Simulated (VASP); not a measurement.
# Ru (P6_3/mmc) in VASP: a series of runs

Aim: see how the results for Ru move with the level of theory and the settings. Levels: RPBE+D4, BHLYP. Tasks: relaxation of cell and atoms, single point.

Program: VASP 6.6.1. These are calculated values, not measurements. Logs are shortened: lines on timing, memory, paths and dates and some standing lists are left out, and cuts for length are marked.

## 1. The cell of the first run

The structure is hexagonal, space group P6_3/mmc (No. 194). Conventional cell: a = 2.706 Å, b = 2.706 Å, c = 4.282 Å, α = 90.00°, β = 90.00°, γ = 120.00°. Within 3.5 Å of Ru (site symmetry -6m2) lie 12 Ru at 2.65 to 2.71 Å.

## 2. Relaxation of cell and atoms, RPBE+D4

INCAR

```
  PREC = Accurate
  ENCUT = 600
  EDIFF = 1E-7
  ISMEAR = -1
  SIGMA = 0.05
  LREAL = F
  LASPH = T
  NELM = 80
  ALGO = Normal
  ISIF = 3
  LWAVE = F
  LCHARG = F
  GGA = RP
  IVDW = 13
  IBRION = 2
  NSW = 60
  EDIFFG = -0.01
```

KPOINTS

```
regular mesh
0
Gamma
  11 11 6
```

POSCAR

```
Ru
1.0
    2.7058000000      0.0000000000      0.0000000000
   -1.3529000000      2.3432915376      0.0000000000
    0.0000000000      0.0000000000      4.2819000000
Ru
2
Direct
    0.6666666667      0.3333333333      0.7500000000
    0.3333333333      0.6666666667      0.2500000000
```

Potentials or basis: VASP PAW PBE potentials, release 64 (Ru_pv).

Started as:

```
$ cat potpaw_PBE.64/Ru_pv/POTCAR > POTCAR
$ mpirun -np 1 vasp_std > vasp.out
```

OUTCAR:

```text
PREC = Accurate
   ENCUT = 600
   EDIFF = 1E-7
   ISMEAR = -1
   LREAL = F
   LASPH = T
   NELM = 80
   ISIF = 3
   GGA = RP
   IVDW = 13
   IBRION = 2
   NSW = 60
   EDIFFG = -0.01

 ion  position               nearest neighbor table
   1  0.667  0.333  0.750-   2 2.65   2 2.65   2 2.65   2 2.65   2 2.65   2 2.65
   2  0.333  0.667  0.250-   1 2.65   1 2.65   1 2.65   1 2.65   1 2.65   1 2.65

  LATTYP: Found a hexagonal cell.
 ALAT       =     2.7058000000
 C/A-ratio  =     1.5824894671

  Lattice vectors:

 A1 = (   2.7058000000,   0.0000000000,   0.0000000000)
 A2 = (  -1.3529000000,   2.3432915376,   0.0000000000)
 A3 = (   0.0000000000,   0.0000000000,   4.2819000000)

Analysis of symmetry for initial positions (statically):
=====================================================================
 Subroutine PRICEL returns:
 Original cell was already a primitive cell.

 Routine SETGRP: Setting up the symmetry group for a
 hexagonal supercell.

 Subroutine GETGRP returns: Found 24 space group operations
 (whereof 12 operations were pure point group operations)
 out of a pool of 24 trial point group operations.

The static configuration has the point symmetry D_3d.
 The point group associated with its full space group is D_6h.

Analysis of symmetry for dynamics (positions and initial velocities):
=====================================================================
 Subroutine PRICEL returns:
 Original cell was already a primitive cell.

 Routine SETGRP: Setting up the symmetry group for a
 hexagonal supercell.

 Subroutine GETGRP returns: Found 24 space group operations
 (whereof 12 operations were pure point group operations)
 out of a pool of 24 trial point group operations.

The dynamic configuration has the point symmetry D_3d.
 The point group associated with its full space group is D_6h.

 Subroutine INISYM returns: Found 24 space group operations
 (whereof 12 operations are pure point group operations),
 and found     1 'primitive' translations

----------------------------------------------------------------------------------------

                                     Primitive cell

  volume of cell :      27.1493

  direct lattice vectors                    reciprocal lattice vectors
     2.705800000  0.000000000  0.000000000     0.369576465  0.213375072  0.000000000
    -1.352900000  2.343291538  0.000000000     0.000000000  0.426750144  0.000000000
     0.000000000  0.000000000  4.281900000     0.000000000  0.000000000  0.233541185

  length of vectors
     2.705800000  2.705800000  4.281900000     0.426750144  0.426750144  0.233541185

  position of ions in fractional coordinates (direct lattice)
     0.666666667  0.333333333  0.750000000
     0.333333333  0.666666667  0.250000000

  ion indices of the primitive-cell ions
   primitive index   ion index
                 1           1
                 2           2

----------------------------------------------------------------------------------------

 KPOINTS: regular mesh

Automatic generation of k-mesh.
 Grid dimensions read from file:
 generate k-points for:   11   11    6

 Generating k-lattice:

  Cartesian coordinates                     Fractional coordinates (reciprocal lattice)
     0.033597860  0.019397734  0.000000000     0.090909091  0.000000000  0.000000000
     0.000000000  0.038795468  0.000000000     0.000000000  0.090909091  0.000000000
     0.000000000  0.000000000  0.038923531     0.000000000  0.000000000  0.166666667

  Length of vectors
     0.038795468  0.038795468  0.038923531

  Shift w.r.t. Gamma in fractional coordinates (k-lattice)
     0.000000000  0.000000000  0.000000000

 Subroutine IBZKPT returns following result:
 ===========================================

 Found     64 irreducible k-points:

 Following reciprocal coordinates:
            Coordinates               Weight
  0.000000  0.000000  0.000000      1.000000
  0.090909  0.000000  0.000000      6.000000
  0.181818  0.000000  0.000000      6.000000
  0.272727  0.000000  0.000000      6.000000
  0.363636  0.000000  0.000000      6.000000
  0.454545  0.000000  0.000000      6.000000
[... 16 lines left out ...]
  0.090909  0.090909  0.166667     12.000000
  0.181818  0.090909  0.166667     24.000000
 [... further k-points ...]
   k-points           NKPTS =     64   k-points in BZ     NKDIM =     64   number of bands    NBANDS=     18
   number of dos      NEDOS =    301   number of ions     NIONS =      2
   total plane-waves  NPLWV =  20736
   dimension x,y,z NGX =    24 NGY =   24 NGZ =   36
   dimension x,y,z NGXF=    48 NGYF=   48 NGZF=   72
   ions per type =               2
   NGX,Y,Z   is equivalent  to a cutoff of  14.75, 14.75, 13.98 a.u.
   NGXF,Y,Z  is equivalent  to a cutoff of  29.49, 29.49, 27.95 a.u.
 SYSTEM =  unknown system
   PREC   = accura    normal or accurate (medium, high low for compatibility)
   ISTART =      0    job   : 0-new  1-cont  2-samecut
   ICHARG =      2    charge: 1-file 2-atom 10-const
   ISPIN  =      1    spin polarized calculation?
   LNONCOLLINEAR =      F non collinear calculations
   LSORBIT =      F    spin-orbit coupling
   LASPH  =      T    aspherical Exc in radial PAW
   ENCUT  =  600.0 eV  44.10 Ry    6.64 a.u.   5.40  5.40  8.55*2*pi/ulx,y,z
   NELM   =     80;   NELMIN=  2; NELMDL= -5     # of ELM steps
   EDIFF  = 0.1E-06   stopping-criterion for ELM
   LREAL  =      F    real-space projection
   EDIFFG = -.1E-01   stopping-criterion for IOM
   NSW    =     60    number of steps for IOM
   IBRION =      2    ionic relax: 0-MD 1-quasi-New 2-CG
   NFREE  =      1    steps in history (QN), initial steepest desc. (CG)
   ISIF   =      3    stress and relaxation
   ISYM   =      2    0-nonsym 1-usesym 2-fastsym
   POTIM  = 0.5000    time-step for ionic-motion
   TEBEG  =    0.0;   TEEND  =   0.0 temperature during run
   PSTRESS=    0.0 pullay stress
   NELECT =      28.0000    total number of electrons
   NUPDOWN=      -1.0000    fix difference up-down
   EMIN   =  10.00;   EMAX   =-10.00  energy-range for DOS
   EFERMI =   0.00;   METHOD = LEGACY
   ISMEAR =    -1;   SIGMA  =   0.05  broadening in eV -4-tet -1-fermi 0-gaus
   EFERMI_NEDOS =   21; number of points for ismear=-14 and -15
   IALGO  =     38    algorithm
   IMIX   =      4    mixing-type and parameters
     AMIX     =   0.40;   BMIX     =  1.00
     AMIX_MAG =   1.60;   BMIX_MAG =  1.00
  volume/ion in A,a.u.               =      13.57        91.61
  Fermi-wavevector in a.u.,A,eV,Ry     =   1.654022  3.125649 37.222674  2.735789
  Thomas-Fermi vector in A             =   2.742361
   LORBIT       =      0    0 simple, 1 ext, 2 COOP (PROOUT), +10 PAW based schemes
   GGA     = RP    functional components
   LHFCALC =     F    Hartree Fock is set to
   AEXX    =    0.0000 exact exchange contribution
   IVDW    =    13    specifies the selected vdW correction
   LEPSILON=     F    determine dielectric tensor
   LRPA    =     F    only Hartree local field effects (RPA)
 conjugate gradient relaxation of ions
 non-spin polarized calculation
  energy-cutoff  :      600.00
  volume of cell :       27.15
 maximum number of plane-waves:       935
 NGX is ok and might be reduce to    24
   NGX = 11   NGY = 11   NGZ = 17

--------------------------------------- Ionic step        1  -------------------------------------------

 number of electron      28.0000002 magnetization

 Free energy of the ion-electron system (eV)
  ---------------------------------------------------
  ext. energy  EPLUGINS =         0.00000000
  ---------------------------------------------------
  free energy    TOTEN  =       -17.15136568 eV

  energy without entropy =      -17.13459057  energy(sigma->0) =      -17.14297812

------------------------ aborting loop because EDIFF is reached ----------------------------------------

  DFT-D4 for vdW energy calculation

  Edisp (eV):   -1.98699

  FORCE on cell =-STRESS in cart. coord.  units (eV):
  Direction    XX          YY          ZZ          XY          YZ          ZX
  --------------------------------------------------------------------------------------
  -------------------------------------------------------------------------------------
  Total      -0.39162    -0.39162    -0.37772     0.00000     0.00000    -0.00000
  in kB     -23.11108   -23.11108   -22.29090     0.00000     0.00000    -0.00000
  external pressure =      -22.84 kB  Pullay stress =        0.00 kB
[... 141 lines left out ...]
  energy  without entropy=      -19.1231564254  energy(sigma->0) =      -19.13145306

--------------------------------------- Ionic step        5  -------------------------------------------

 number of electron      28.0000000 magnetization

 Free energy of the ion-electron system (eV)
  ---------------------------------------------------
  ext. energy  EPLUGINS =         0.00000000
  ---------------------------------------------------
  free energy    TOTEN  =       -17.13898980 eV

  energy without entropy =      -17.12240231  energy(sigma->0) =      -17.13069606

 E-fermi :  12.9832     XC(G=0): -14.0920

 val. band max:       12.9641600846   @ k =   0.2727   0.0000   0.0000
 cond. band min:      12.9949207829   @ k =   0.2727   0.1818   0.0000
 fundamental gap:      0.0307606982
 Fermi energy:        12.9832421193

 k-point     1 :       0.0000    0.0000    0.0000
  band No.  band energies     occupation
      1     -30.6291      2.00000
      2     -29.6749      2.00000
      3     -29.6749      2.00000
      4     -29.5018      2.00000
      5     -29.5018      2.00000
      6     -29.4608      2.00000
[... 10 lines left out ...]
     17      14.2424      0.00000
     18      14.3556      0.00000
[... 466 lines left out ...]
      2     -29.9785      2.00000
      3     -29.9291      2.00000
      4     -29.7694      2.00000
      5     -29.5963      2.00000
      6     -29.5627      2.00000
[... 10 lines left out ...]
     17      14.5655      0.00000
     18      18.7398      0.00000

 [... further k-points ...]

------------------------ aborting loop because EDIFF is reached ----------------------------------------

  DFT-D4 for vdW energy calculation

  Edisp (eV):   -2.00076

  FORCE on cell =-STRESS in cart. coord.  units (eV):
  Direction    XX          YY          ZZ          XY          YZ          ZX
  --------------------------------------------------------------------------------------
  -------------------------------------------------------------------------------------
  Total       0.01471     0.01471    -0.00825    -0.00000     0.00000    -0.00000
  in kB       0.87419     0.87419    -0.49054    -0.00000     0.00000    -0.00000
  external pressure =        0.42 kB  Pullay stress =        0.00 kB
[... 17 lines left out ...]
  FREE ENERGIE OF THE ION-ELECTRON SYSTEM (eV)
  ---------------------------------------------------
  free  energy   TOTEN  =       -19.1397526763 eV

  energy  without entropy=      -19.1231651809  energy(sigma->0) =      -19.13145893

 reached required accuracy - stopping structural energy minimisation
```

It took 56 s on 1 thread of Intel Xeon Platinum 8488C (Sapphire Rapids), shared host; peak memory 0.18 GiB.

What came out:

```
Free energy                           : -19.1398 eV
Relaxed volume                        : 13.48 Å³/atom
Relaxed cell                          : a = 2.699 Å, b = 2.699 Å, c = 4.274 Å, α = 90.00°, β = 90.00°, γ = 120.00°
Space group after relaxing (to 0.1 Å) : P6_3/mmc (No. 194)
Energy gained by relaxing             : 0.7 meV/atom
Ionic steps                           : 5
Pressure after relaxing               : 0.0 GPa
Band gap on the k mesh                : zero (bands 14 and 15 overlap by 3.09 eV)
Dispersion energy per atom            : -1.000 eV
```

Step by step:
```csv
step,energy change (eV),largest force (eV/Å),pressure (GPa),volume (Å³)
1,0.0000,0.0000,-2.28,27.15
2,0.0111,0.0000,7.28,26.40
3,-0.0014,0.0000,-0.01,26.96
4,-0.0014,0.0000,0.04,26.95
5,-0.0014,0.0000,0.04,26.95
```

Final structure:
```
CELL_PARAMETERS angstrom
2.69859 0.00000 0.00000
-1.34930 2.33705 0.00000
0.00000 0.00000 4.27382
ATOMIC_POSITIONS crystal
Ru 0.66667 0.33333 0.75000
Ru 0.33333 0.66667 0.25000
```

Caveat: the PAW data sets were made with another functional, which shifts forces and pressure a little.

[end of part 1 of 2]
